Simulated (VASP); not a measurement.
# CdS (P3m1) in VASP: dielectric tensor with PBEsol

Aim: the dielectric tensor of CdS with PBEsol.

Program: VASP 6.6.1. These are calculated values, not measurements. Logs are shortened: lines on timing, memory, paths and dates and some standing lists are left out, and cuts for length are marked.

### 1 The cell of the first run

The structure is trigonal, space group P3m1 (No. 156). The conventional cell has a = 4.261 Å, b = 4.261 Å, c = 5.804 Å, α = 90.00°, β = 90.00°, γ = 120.00°. Within 3.2 Å of Cd (site symmetry 3m) lie 3 S at 2.46 Å. S (site symmetry 3m) has 3 Cd at 2.46 Å within 3.2 Å.

### 2 Dielectric tensor, PBEsol

INCAR reads:

```
SYSTEM = CdS
ALGO     = Normal         ! electronic algorithm
EDIFF    = 1E-8           ! SCF threshold, eV
ENCUT    = 520            ! plane-wave cutoff, eV
GGA      = PS             ! functional
ISIF     = 2              ! what is computed and relaxed
ISMEAR   = 0              ! smearing method
LASPH    = .TRUE.         ! aspherical terms in the spheres
LCHARG   = .FALSE.        ! write CHGCAR
LEPSILON = .TRUE.         ! dielectric tensor by DFPT
LREAL    = .FALSE.        ! projectors in reciprocal space
LWAVE    = .FALSE.        ! write WAVECAR
NELM     = 100            ! most SCF steps
PREC     = Accurate       ! precision mode
SIGMA    = 0.01           ! smearing width, eV
```

KPOINTS reads:

```
k-points
0
G
  6 6 4
  0 0 0
```

POSCAR reads:

```
CdS
1.0
    4.2611700000      0.0000000000      0.0000000000
   -2.1305850000      3.6902814698      0.0000000000
    0.0000000000      0.0000000000      5.8041730000
Cd S
1 1
Direct
    0.0000000000      0.0000000000      0.4426900000
    0.6666666667      0.3333333333      0.4343100000
```

Potentials or basis: VASP PAW PBE potentials, release 64 (Cd, S).

Command:

```
> cat potpaw_PBE.64/Cd/POTCAR potpaw_PBE.64/S/POTCAR > POTCAR
> mpirun -np 1 vasp_std > vasp.out
```

OUTCAR:

```text
SYSTEM = CdS
   EDIFF = 1E-8
   ENCUT = 520
   GGA = PS
   ISIF = 2
   ISMEAR = 0
   LASPH = .TRUE.
   LEPSILON = .TRUE.
   LREAL = .FALSE.
   NELM = 100
   PREC = Accurate

 ion  position               nearest neighbor table
   1  0.000  0.000  0.443-   2 2.46   2 2.46   2 2.46
   2  0.667  0.333  0.434-   1 2.46   1 2.46   1 2.46

  LATTYP: Found a hexagonal cell.
 ALAT       =     4.2611700000
 C/A-ratio  =     1.3621078248

  Lattice vectors:

 A1 = (   4.2611700000,   0.0000000000,   0.0000000000)
 A2 = (  -2.1305850000,   3.6902814698,   0.0000000000)
 A3 = (   0.0000000000,   0.0000000000,   5.8041730000)

Analysis of symmetry for initial positions (statically):
=====================================================================
 Subroutine PRICEL returns:
 Original cell was already a primitive cell.

 Routine SETGRP: Setting up the symmetry group for a
 hexagonal supercell.

 Subroutine GETGRP returns: Found  6 space group operations
 (whereof  6 operations were pure point group operations)
 out of a pool of 24 trial point group operations.

The static configuration has the point symmetry C_3v.

Analysis of symmetry for dynamics (positions and initial velocities):
=====================================================================
 Subroutine PRICEL returns:
 Original cell was already a primitive cell.

 Routine SETGRP: Setting up the symmetry group for a
 hexagonal supercell.

 Subroutine GETGRP returns: Found  6 space group operations
 (whereof  6 operations were pure point group operations)
 out of a pool of 24 trial point group operations.

The dynamic configuration has the point symmetry C_3v.

 Subroutine INISYM returns: Found  6 space group operations
 (whereof  6 operations are pure point group operations),
 and found     1 'primitive' translations

----------------------------------------------------------------------------------------

                                     Primitive cell

  volume of cell :      91.2701

  direct lattice vectors                    reciprocal lattice vectors
     4.261170000  0.000000000  0.000000000     0.234677330  0.135491020  0.000000000
    -2.130585000  3.690281470  0.000000000     0.000000000  0.270982040  0.000000000
     0.000000000  0.000000000  5.804173000     0.000000000  0.000000000  0.172289834

  length of vectors
     4.261170000  4.261170000  5.804173000     0.270982040  0.270982040  0.172289834

  position of ions in fractional coordinates (direct lattice)
     0.000000000  0.000000000  0.442690000
     0.666666667  0.333333333  0.434310000

  ion indices of the primitive-cell ions
   primitive index   ion index
                 1           1
                 2           2

----------------------------------------------------------------------------------------

 KPOINTS: k-points

Automatic generation of k-mesh.
 Grid dimensions read from file:
 generate k-points for:    6    6    4

 Generating k-lattice:

  Cartesian coordinates                     Fractional coordinates (reciprocal lattice)
     0.039112888  0.022581837  0.000000000     0.166666667  0.000000000  0.000000000
     0.000000000  0.045163673  0.000000000     0.000000000  0.166666667  0.000000000
     0.000000000  0.000000000  0.043072458     0.000000000  0.000000000  0.250000000

  Length of vectors
     0.045163673  0.045163673  0.043072458

  Shift w.r.t. Gamma in fractional coordinates (k-lattice)
     0.000000000  0.000000000  0.000000000

 Subroutine IBZKPT returns following result:
 ===========================================

 Found     24 irreducible k-points:

 Following reciprocal coordinates:
            Coordinates               Weight
  0.000000  0.000000  0.000000      1.000000
  0.166667  0.000000  0.000000      6.000000
  0.333333  0.000000  0.000000      6.000000
  0.500000  0.000000  0.000000      3.000000
  0.166667  0.166667  0.000000      6.000000
  0.333333  0.166667  0.000000     12.000000
[... 16 lines left out ...]
  0.333333  0.166667  0.500000     12.000000
  0.333333  0.333333  0.500000      2.000000
   k-points           NKPTS =     24   k-points in BZ     NKDIM =     24   number of bands    NBANDS=     13
   number of dos      NEDOS =    301   number of ions     NIONS =      2
   total plane-waves  NPLWV =  49152
   dimension x,y,z NGX =    32 NGY =   32 NGZ =   48
   dimension x,y,z NGXF=    64 NGYF=   64 NGZF=   96
   ions per type =               1   1
[... 18 lines left out ...]
   ISIF   =      2    stress and relaxation
   ISYM   =      2    0-nonsym 1-usesym 2-fastsym
   POTIM  = 0.5000    time-step for ionic-motion
   TEBEG  =    0.0;   TEEND  =   0.0 temperature during run
   PSTRESS=    0.0 pullay stress
   NELECT =      18.0000    total number of electrons
   NUPDOWN=      -1.0000    fix difference up-down
   EMIN   =  10.00;   EMAX   =-10.00  energy-range for DOS
   EFERMI =   0.00;   METHOD = LEGACY
   ISMEAR =     0;   SIGMA  =   0.01  broadening in eV -4-tet -1-fermi 0-gaus
   EFERMI_NEDOS =   21; number of points for ismear=-14 and -15
   IALGO  =     38    algorithm
   IMIX   =      4    mixing-type and parameters
     AMIX     =   0.40;   BMIX     =  1.00
     AMIX_MAG =   1.60;   BMIX_MAG =  1.00
  volume/ion in A,a.u.               =      45.64       307.96
  Fermi-wavevector in a.u.,A,eV,Ry     =   0.952919  1.800756 12.354840  0.908055
  Thomas-Fermi vector in A             =   2.081527
   LORBIT       =      0    0 simple, 1 ext, 2 COOP (PROOUT), +10 PAW based schemes
   GGA     = PS    functional components
   LHFCALC =     F    Hartree Fock is set to
   AEXX    =    0.0000 exact exchange contribution
   IVDW    =     0    specifies the selected vdW correction
   LEPSILON=     T    determine dielectric tensor
   LRPA    =     F    only Hartree local field effects (RPA)
 non-spin polarized calculation
 Gauss-broadening in eV      SIGMA  =   0.01
  energy-cutoff  :      520.00
  volume of cell :       91.27
 maximum number of plane-waves:      2490
   NGX = 15   NGY = 15   NGZ = 21

--------------------------------------- Ionic step        1  -------------------------------------------

 number of electron      18.0000002 magnetization

 E-fermi :  -2.1179     XC(G=0):  -6.1865

 val. band max:       -2.1981541735   @ k =   0.0000   0.0000   0.5000
 cond. band min:      -0.7803919360   @ k =   0.0000   0.0000   0.0000
 fundamental gap:      1.4177622375
 Fermi energy:        -2.1179146783

 k-point     1 :       0.0000    0.0000    0.0000
  band No.  band energies     occupation
      1     -13.7996      2.00000
      2      -9.8401      2.00000
      3      -9.8401      2.00000
      4      -9.3177      2.00000
      5      -9.3177      2.00000
      6      -9.1052      2.00000
      7      -3.2495      2.00000
      8      -2.2024      2.00000
      9      -2.2024      2.00000
     10      -0.7804      0.00000
     11       3.4815      0.00000
     12       4.6538      0.00000
     13       4.6538      0.00000
[... 354 lines left out ...]
  band No.  band energies     occupation
      1     -13.4124      2.00000
      2      -9.5784      2.00000
      3      -9.5159      2.00000
      4      -9.4194      2.00000
      5      -9.3589      2.00000
      6      -8.7573      2.00000
      7      -5.6237      2.00000
      8      -4.6155      2.00000
      9      -2.3104      2.00000
     10       2.1974      0.00000
     11       3.2704      0.00000
     12       4.7241      0.00000
     13       6.0948      0.00000

  FORCE on cell =-STRESS in cart. coord.  units (eV):
  Direction    XX          YY          ZZ          XY          YZ          ZX
  --------------------------------------------------------------------------------------
  -------------------------------------------------------------------------------------
  Total       -1.1033757     -1.1033757     -0.0048067     -0.0000000     -0.0000000      0.0000000
  in kB      -19.3689155    -19.3689155     -0.0843771     -0.0000000     -0.0000000      0.0000000
  external PRESSURE =     -12.9407360 kB  Pullay stress =       0.0000000 kB

 VOLUME and BASIS-vectors are now :
 -----------------------------------------------------------------------------
  energy-cutoff  :      520.00
  volume of cell :       91.27
      direct lattice vectors                 reciprocal lattice vectors
     4.261170000  0.000000000  0.000000000     0.234677330  0.135491020  0.000000000
    -2.130585000  3.690281470  0.000000000     0.000000000  0.270982040  0.000000000
     0.000000000  0.000000000  5.804173000     0.000000000  0.000000000  0.172289834

 POSITION                                       TOTAL-FORCE (eV/Angst)
 -----------------------------------------------------------------------------------
      0.00000      0.00000      2.56945        -0.000000      0.000000     -0.013969
      2.13059      1.23009      2.52081         0.000000      0.000000      0.013969
 -----------------------------------------------------------------------------------
    total drift:                                0.000001     -0.000000      0.000043

  FREE ENERGIE OF THE ION-ELECTRON SYSTEM (eV)
  ---------------------------------------------------
  free  energy   TOTEN  =        -6.1710868640 eV

  energy  without entropy=       -6.1710868640  energy(sigma->0) =       -6.17108686

 HEAD OF MICROSCOPIC STATIC DIELECTRIC TENSOR (INDEPENDENT PARTICLE, excluding Hartree and local field effects)
 ------------------------------------------------------
           6.703715     0.000000     0.000000
           0.000000     6.703715     0.000000
           0.000000     0.000000     2.455560
 ------------------------------------------------------

 Free energy of the ion-electron system (eV)
  ---------------------------------------------------
  ---------------------------------------------------
  free energy    TOTEN  =        -1.46907064 eV

  energy without entropy =       -1.46907064

------------------------ aborting loop because EDIFF is reached ----------------------------------------

--------------------------------------- Ionic step        2  -------------------------------------------

------------------------ aborting loop because EDIFF is reached ----------------------------------------

--------------------------------------- Ionic step        3  -------------------------------------------

 Free energy of the ion-electron system (eV)
  ---------------------------------------------------
  ---------------------------------------------------
  free energy    TOTEN  =        -0.25317608 eV

  energy without entropy =       -0.25317608

------------------------ aborting loop because EDIFF is reached ----------------------------------------

 PIEZOELECTRIC TENSOR FIELD DIRECTION 3  (e Angst)
 -----------------------------------------------------------------------------
     0.01325 -0.00000  0.00000           (  0.00354  0.00000  0.00000)
    -0.00000  0.01325 -0.00000           (  0.00000  0.00354 -0.00000)
     0.00000 -0.00000 -0.00857           (  0.00000 -0.00000  0.00551)

 PIEZOELECTRIC TENSOR FIELD DIRECTION 3  (C/m^2)
 -----------------------------------------------------------------------------
     0.00233 -0.00000  0.00000
    -0.00000  0.00233 -0.00000
     0.00000 -0.00000 -0.00151

 MACROSCOPIC STATIC DIELECTRIC TENSOR (including local field effects in DFT)
 ------------------------------------------------------
           6.501615    -0.000000     0.000000
          -0.000000     6.501615     0.000000
           0.000000     0.000000     1.851734
 ------------------------------------------------------

 PIEZOELECTRIC TENSOR (including local field effects)  for field in x, y, z        (e  Angst)
          XX          YY          ZZ          XY          YZ          ZX
  --------------------------------------------------------------------------------
  x     0.00000    -0.00000     0.00000    -2.39442     0.00000     0.11511
  y    -2.39442     2.39442    -0.00000     0.00000     0.11511     0.00000
  z     0.01325     0.01325    -0.00857     0.00000     0.00000     0.00000

 PIEZOELECTRIC TENSOR (including local field effects)  for field in x, y, z        (C/m^2)
          XX          YY          ZZ          XY          YZ          ZX
  --------------------------------------------------------------------------------
  x     0.00000    -0.00000     0.00000    -0.42032     0.00000     0.02021
  y    -0.42032     0.42032    -0.00000     0.00000     0.02021     0.00000
  z     0.00233     0.00233    -0.00151     0.00000     0.00000     0.00000

 BORN EFFECTIVE CHARGES (including local field effects) (in |e|, cummulative output)
 ---------------------------------------------------------------------------------
 ion    1
    1     2.91096     0.00000     0.00000
    2     0.00000     2.91096     0.00000
    3     0.00000     0.00000     0.44875
 ion    2
    1    -2.91096     0.00000     0.00000
    2    -0.00000    -2.91096    -0.00000
    3     0.00000     0.00000    -0.44875
```

It took 6.8 min on 1 thread of Intel Xeon 8259CL, shared host; peak memory 0.38 GiB.

Results:

- Band gap on the k mesh: 1.42 eV, indirect (the least direct gap lies 4.2 meV higher)
- Electronic dielectric tensor (diagonal): 6.50, 6.50, 1.85
- Born charges (mean of the diagonal): Cd +2.09; S -2.09 e

Levels at points of the mesh, in eV from the valence-band top:
| k point | band 6 | band 7 | band 8 | band 9 | band 10 | band 11 | band 12 | band 13 |
| --- | --- | --- | --- | --- | --- | --- | --- | --- |
| (0.00, 0.00, 0.00) | -6.91 | -1.05 | 0.00 | 0.00 | 1.42 | 5.68 | 6.85 | 6.85 |
| (0.50, 0.00, 0.00) | -6.74 | -3.63 | -1.32 | -0.15 | 3.64 | 5.12 | 6.83 | 7.51 |
| (0.00, 0.00, 0.50) | -6.90 | -1.26 | 0.00 | 0.00 | 1.68 | 5.14 | 6.90 | 6.90 |
| (0.50, 0.00, 0.50) | -6.74 | -3.60 | -1.31 | -0.25 | 3.79 | 4.27 | 7.86 | 7.96 |

Electronic dielectric tensor:
```
6.50 0.00 0.00
0.00 6.50 0.00
0.00 0.00 1.85
```

Born effective charge tensors (e):
atom 1, Cd
```
2.91 0.00 0.00
0.00 2.91 0.00
0.00 0.00 0.45
```
atom 2, S
```
-2.91  0.00  0.00
 0.00 -2.91  0.00
 0.00  0.00 -0.45
```

Caveat: the PAW data sets were made with another functional, which shifts forces and pressure a little. Expect the measured gap to be larger: semilocal functionals such as PBEsol lack the derivative discontinuity.
